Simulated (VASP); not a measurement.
# Pt (R-3m) in VASP: further runs

Pt is run at these levels: PBE; tasks: single point, relaxation of cell and atoms.

Program: VASP 6.6.1. These are calculated values, not measurements. Logs are shortened: lines on timing, memory, paths and dates and some standing lists are left out, and cuts for length are marked.

### Step 1. The cell of the first run

The structure is trigonal, space group R-3m (No. 166). Conventional cell: a = 3.453 Å, b = 3.453 Å, c = 9.605 Å, α = 90.00°, β = 90.00°, γ = 120.00°. Within 3.1 Å of Pt (site symmetry 3m) lie 6 Pt at 2.31 to 2.85 Å.

### Step 2. Single point, PBE

INCAR

```
SYSTEM = Pt
PREC = Accurate
ENCUT = 500
EDIFF = 1E-6
ISMEAR = 0
SIGMA = 0.1
LREAL = .FALSE.
LASPH = .TRUE.
NELM = 120
ALGO = Normal
ISIF = 2
LWAVE = .FALSE.
LCHARG = .FALSE.
GGA = PE
NBANDS = 17
GGA_COMPAT = .FALSE.
```

KPOINTS

```
regular mesh
0
G
  6 6 6
  0 0 0
```

POSCAR

```
Pt
1.0
    1.7265116134      0.9968019447      3.2016087902
   -1.7265116134      0.9968019447      3.2016087902
    0.0000000000     -1.9936038895      3.2016087902
Pt
2
Direct
    0.2275400000      0.2275400000      0.2275400000
    0.7724600000      0.7724600000      0.7724600000
```

Potentials or basis: VASP PAW PBE potentials, release 64 (Pt).

Command:

```sh
$ cat potpaw_PBE.64/Pt/POTCAR > POTCAR
$ mpirun -np 1 vasp_std > vasp.out
```

OUTCAR:

```text
SYSTEM = Pt
   PREC = Accurate
   ENCUT = 500
   EDIFF = 1E-6
   ISMEAR = 0
   LREAL = .FALSE.
   LASPH = .TRUE.
   NELM = 120
   ISIF = 2
   GGA = PE

 ion  position               nearest neighbor table
   1  0.228  0.228  0.228-   2 2.31   2 2.31   2 2.31   2 2.85   2 2.85   2 2.85
   2  0.772  0.772  0.772-   1 2.31   1 2.31   1 2.31   1 2.85   1 2.85   1 2.85

  LATTYP: Found a trigonal (rhomboedric) cell.
 ALAT       =     3.7715719950
 COS(alpha) =     0.5808936906

  Lattice vectors:

 A1 = (   1.7265116134,   0.9968019447,   3.2016087902)
 A2 = (  -1.7265116134,   0.9968019447,   3.2016087902)
 A3 = (   0.0000000000,  -1.9936038895,   3.2016087902)

Analysis of symmetry for initial positions (statically):
=====================================================================
 Subroutine PRICEL returns:
 Original cell was already a primitive cell.

 Routine SETGRP: Setting up the symmetry group for a
 trigonal (rhombohedral) supercell.

 Subroutine GETGRP returns: Found 12 space group operations
 (whereof 12 operations were pure point group operations)
 out of a pool of 12 trial point group operations.

The static configuration has the point symmetry D_3d.

Analysis of symmetry for dynamics (positions and initial velocities):
=====================================================================
 Subroutine PRICEL returns:
 Original cell was already a primitive cell.

 Routine SETGRP: Setting up the symmetry group for a
 trigonal (rhombohedral) supercell.

 Subroutine GETGRP returns: Found 12 space group operations
 (whereof 12 operations were pure point group operations)
 out of a pool of 12 trial point group operations.

The dynamic configuration has the point symmetry D_3d.

 Subroutine INISYM returns: Found 12 space group operations
 (whereof 12 operations are pure point group operations),
 and found     1 'primitive' translations

----------------------------------------------------------------------------------------

                                     Primitive cell

  volume of cell :      33.0596

  direct lattice vectors                    reciprocal lattice vectors
     1.726511613  0.996801945  3.201608790     0.289601296  0.167201386  0.104114324
    -1.726511613  0.996801945  3.201608790    -0.289601296  0.167201386  0.104114324
     0.000000000 -1.993603889  3.201608790     0.000000000 -0.334402772  0.104114324

[... 75 lines left out ...]
   ISTART =      0    job   : 0-new  1-cont  2-samecut
   ICHARG =      2    charge: 1-file 2-atom 10-const
   ISPIN  =      1    spin polarized calculation?
   LNONCOLLINEAR =      F non collinear calculations
   LSORBIT =      F    spin-orbit coupling
   LASPH  =      T    aspherical Exc in radial PAW
   ENCUT  =  500.0 eV  36.75 Ry    6.06 a.u.   6.88  6.88  6.88*2*pi/ulx,y,z
   NELM   =    120;   NELMIN=  2; NELMDL= -5     # of ELM steps
   EDIFF  = 0.1E-05   stopping-criterion for ELM
   LREAL  =      F    real-space projection
   EDIFFG = 0.1E-04   stopping-criterion for IOM
   NSW    =      0    number of steps for IOM
   IBRION =     -1    ionic relax: 0-MD 1-quasi-New 2-CG
   NFREE  =      0    steps in history (QN), initial steepest desc. (CG)
   ISIF   =      2    stress and relaxation
   ISYM   =      2    0-nonsym 1-usesym 2-fastsym
   POTIM  = 0.5000    time-step for ionic-motion
   TEBEG  =    0.0;   TEEND  =   0.0 temperature during run
   PSTRESS=    0.0 pullay stress
   NELECT =      20.0000    total number of electrons
   NUPDOWN=      -1.0000    fix difference up-down
   EMIN   =  10.00;   EMAX   =-10.00  energy-range for DOS
   EFERMI =   0.00;   METHOD = LEGACY
   ISMEAR =     0;   SIGMA  =   0.10  broadening in eV -4-tet -1-fermi 0-gaus
   EFERMI_NEDOS =   21; number of points for ismear=-14 and -15
   IALGO  =     38    algorithm
   IMIX   =      4    mixing-type and parameters
     AMIX     =   0.40;   BMIX     =  1.00
     AMIX_MAG =   1.60;   BMIX_MAG =  1.00
  volume/ion in A,a.u.               =      16.53       111.55
  Fermi-wavevector in a.u.,A,eV,Ry     =   1.384583  2.616482 26.083306  1.917069
  Thomas-Fermi vector in A             =   2.509073
   LORBIT       =      0    0 simple, 1 ext, 2 COOP (PROOUT), +10 PAW based schemes
   GGA     = PE    functional components
   LHFCALC =     F    Hartree Fock is set to
   AEXX    =    0.0000 exact exchange contribution
   IVDW    =     0    specifies the selected vdW correction
   LEPSILON=     F    determine dielectric tensor
   LRPA    =     F    only Hartree local field effects (RPA)
 non-spin polarized calculation
 Gauss-broadening in eV      SIGMA  =   0.10
  energy-cutoff  :      500.00
  volume of cell :       33.06
 maximum number of plane-waves:       858
   NGX = 13   NGY = 13   NGZ = 13

 number of electron      20.0000001 magnetization

 Free energy of the ion-electron system (eV)
  ---------------------------------------------------
  ext. energy  EPLUGINS =         0.00000000
  ---------------------------------------------------
  free energy    TOTEN  =        -9.78857024 eV

  energy without entropy =       -9.77894274  energy(sigma->0) =       -9.78375649

 E-fermi :   9.9714     XC(G=0): -12.7492

 val. band max:        9.9673257006   @ k =   0.3333   0.0000   0.0000
 cond. band min:      10.0341469191   @ k =  -0.3333   0.5000   0.1667
 fundamental gap:      0.0668212185
 Fermi energy:         9.9713663103

 k-point     1 :       0.0000    0.0000    0.0000
  band No.  band energies     occupation
      1       0.4913      2.00000
      2       3.1866      2.00000
      3       3.1866      2.00000
      4       3.9196      2.00000
      5       3.9356      2.00000
      6       3.9356      2.00000
[... 457 lines left out ...]
      4       4.8322      2.00000
      5       5.2278      2.00000
      6       7.2452      2.00000
[... 9 lines left out ...]
     16      25.1963      0.00000
     17      26.5701      0.00000

 [... further k-points ...]
[... 5 lines left out ...]
  --------------------------------------------------------------------------------------
  -------------------------------------------------------------------------------------
  Total       11.0974696     11.0974696      5.3216155      0.0000000     -0.0000000      0.0000000
  in kB      537.8196341    537.8196341    257.9028746      0.0000000     -0.0000000      0.0000000
  external PRESSURE =     444.5140476 kB  Pullay stress =       0.0000000 kB

 VOLUME and BASIS-vectors are now :
 -----------------------------------------------------------------------------
  energy-cutoff  :      500.00
  volume of cell :       33.06
      direct lattice vectors                 reciprocal lattice vectors
     1.726511613  0.996801945  3.201608790     0.289601296  0.167201386  0.104114324
    -1.726511613  0.996801945  3.201608790    -0.289601296  0.167201386  0.104114324
     0.000000000 -1.993603889  3.201608790     0.000000000 -0.334402772  0.104114324

 POSITION                                       TOTAL-FORCE (eV/Angst)
 -----------------------------------------------------------------------------------
      0.00000     -0.00000      2.18548         0.000000     -0.000000      6.568994
      0.00000     -0.00000      7.41934         0.000000      0.000000     -6.568994
 -----------------------------------------------------------------------------------
    total drift:                               -0.000000      0.000000     -0.000000

  FREE ENERGIE OF THE ION-ELECTRON SYSTEM (eV)
  ---------------------------------------------------
  free  energy   TOTEN  =        -9.7885702357 eV

  energy  without entropy=       -9.7789427393  energy(sigma->0) =       -9.78375649
```

Wall time 8.5 s (1 thread of Intel Xeon 6975P-C (Granite Rapids), shared host); peak memory 0.16 GiB.

Results:

* Free energy: -9.7886 eV
* Pressure: 44.5 GPa
* Largest force: 6.569 eV/Å
* Band gap on the k mesh: zero (band 10 reaches 11.66 eV, above the bottom of band 11 at 8.98 eV)

Forces in eV/Å, atoms in the order of the input:
```
Pt   0.000  0.000  6.569
Pt   0.000  0.000 -6.569
```

Levels at points of the mesh, in eV from the Fermi level:
| k point | band 6 | band 7 | band 8 | band 9 | band 10 | band 11 | band 12 | band 13 | band 14 | band 15 |
| --- | --- | --- | --- | --- | --- | --- | --- | --- | --- | --- |
| (0.00, 0.00, 0.00) | -6.04 | -1.23 | 0.14 | 0.14 | 1.69 | 1.69 | 9.48 | 10.42 | 11.95 | 11.95 |
| (0.50, 0.00, 0.00) | -3.94 | -3.81 | -2.72 | -0.86 | -0.66 | -0.33 | 0.14 | 9.08 | 11.93 | 12.13 |
| (0.50, 0.50, 0.00) | -2.68 | -2.30 | -2.29 | -1.07 | -0.33 | 1.54 | 3.49 | 5.30 | 5.37 | 9.37 |
| (0.50, 0.50, 0.50) | -4.97 | -2.61 | -1.51 | -1.51 | -0.99 | -0.99 | -0.34 | 13.31 | 14.26 | 14.26 |

Caveat: the k points lie up to 0.37 Å⁻¹ apart; spin-orbit coupling is left out, which moves the levels of the heavy elements; forces of over 1 eV/Å act on the atoms, so gaps and moduli don't describe the material at rest.

### Step 3. Relaxation of cell and atoms, PBE

INCAR

```
SYSTEM = Pt
PREC = Accurate
ENCUT = 500
EDIFF = 1E-7
ISMEAR = 0
SIGMA = 0.1
LREAL = .FALSE.
LASPH = .TRUE.
NELM = 120
ALGO = Normal
ISIF = 3
LWAVE = .FALSE.
LCHARG = .FALSE.
GGA = PE
IBRION = 2
NSW = 90
EDIFFG = -0.04
GGA_COMPAT = .FALSE.
NELMIN = 4
```

KPOINTS

```
Automatic mesh
0
G
  6 6 6
  0 0 0
```

POSCAR is that of step 2.

Potentials or basis: VASP PAW PBE potentials, release 64 (Pt).

Command:

```sh
$ cat potpaw_PBE.64/Pt/POTCAR > POTCAR
$ mpirun -np 1 vasp_std > vasp.out
```

Run time: 1.7 min. Hardware: 1 thread of Intel Xeon 6975P-C (Granite Rapids), shared host; peak memory 0.17 GiB.

The run converged. Its results:

| Property | Result |
| --- | --- |
| Free energy | -11.3129 eV |
| Relaxed volume | 17.97 Å³/atom |
| Relaxed cell | a = 3.702 Å, b = 3.702 Å, c = 3.702 Å, α = 60.08°, β = 60.08°, γ = 60.08° |
| Space group after relaxing (to 0.05 Å) | Pm-3m (No. 221) |
| Energy gained by relaxing | 762.2 meV/atom |
| Ionic steps | 21 |
| Pressure after relaxing | 0.1 GPa |
| Largest force after relaxing | 0.010 eV/Å |
| Band gap on the k mesh | zero (band 10 reaches 10.30 eV, above the bottom of band 11 at 7.39 eV) |

Forces on the atoms (eV/Å):
```
Pt   0.000  0.000 -0.010
Pt   0.000  0.000  0.010
```

Step by step:
```tsv
step	energy change (eV)	largest force (eV/Å)	pressure (GPa)	volume (Å³)
1	0.0000	6.5684	44.48	33.06
2	1.4736	0.5053	-22.78	59.97
3	0.0031	0.0016	-24.74	49.89
4	-0.8293	0.2715	-20.70	44.03
5	-1.2216	1.4447	-4.91	38.29
6	-1.2233	1.2886	-6.69	38.69
7	-1.2234	1.3373	-6.13	38.56
8	-1.4421	1.1495	1.94	35.86
9	-1.4556	0.4314	10.88	34.15
10	-1.4681	0.8727	6.37	34.91
11	-1.4845	0.8515	-0.33	36.16
12	-1.5169	0.1487	2.07	35.57
13	-1.5182	0.1078	-1.89	36.35
14	-1.5207	0.0024	-0.15	35.99
15	-1.5217	0.0128	-0.07	35.97
16	-1.5237	0.0542	0.21	35.91
17	-1.5221	0.1310	0.89	35.79
18	-1.5240	0.0775	0.41	35.88
19	-1.5240	0.0070	-0.68	36.09
20	-1.5243	0.0403	-0.16	35.99
21	-1.5244	0.0098	0.11	35.94
```

Final structure:
```
Pt
1.0
     1.85322    1.06995    3.02058
    -1.85322    1.06995    3.02058
     0.00000   -2.13991    3.02058
Pt
2
Direct
  0.25005 0.25005 0.25005
  0.74995 0.74995 0.74995
```

Levels at points of the mesh, in eV from the Fermi level:
```
           k point  band 8  band 9  band 10  band 11  band 12  band 13
(0.00, 0.00, 0.00)    0.32    0.32     2.08     2.08    10.05    10.05
(0.50, 0.00, 0.00)   -1.95   -1.95    -1.94    -0.66    -0.66    12.84
(0.50, 0.50, 0.00)   -1.43   -0.43     0.53     1.94     4.48     4.53
(0.50, 0.50, 0.50)   -1.95   -1.94    -1.94    -0.65    -0.64    12.82
```

Caveat: the k points lie up to 0.35 Å⁻¹ apart in the final cell; spin-orbit coupling is left out, which moves the levels of the heavy elements.
